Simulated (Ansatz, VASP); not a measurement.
## BAs in VASP and in Ansatz

```
B As
1.0
     0.00000    2.38890    2.38890
     2.38890    0.00000    2.38890
     2.38890    2.38890    0.00000
B As
1 1
Direct
  0.00000 0.00000 0.00000
  0.25000 0.25000 0.25000
```

Alike in both runs: task single point; functional PBE; k mesh 8 × 8 × 8; no spin polarisation.

|  | VASP | Ansatz |
| --- | --- | --- |
| version | VASP 6.6.1 | Ansatz 0.2.0 |
| potentials or method | VASP PAW PBE potentials, release 64 (B, As) | scalar-relativistic, plane waves, PAW |
| plane-wave cutoff (eV) | 500 | 420 |
| occupations | gaussian, width 0.01 eV | fixed |
| valence electrons in the cell | 8 | 18 |

Ansatz gave:

```
gap on the k mesh at the Fermi level (eV) : 1.20
least direct gap on the mesh (eV)         : 3.28
```

Q: Estimate VASP's values.

A: gap on the k mesh at the Fermi level (eV): 1.19; least direct gap on the mesh (eV): 3.28.

VASP's potentials hold 8 valence electrons a cell and Ansatz's 18, so a difference there can come from the potentials and not from the codes.
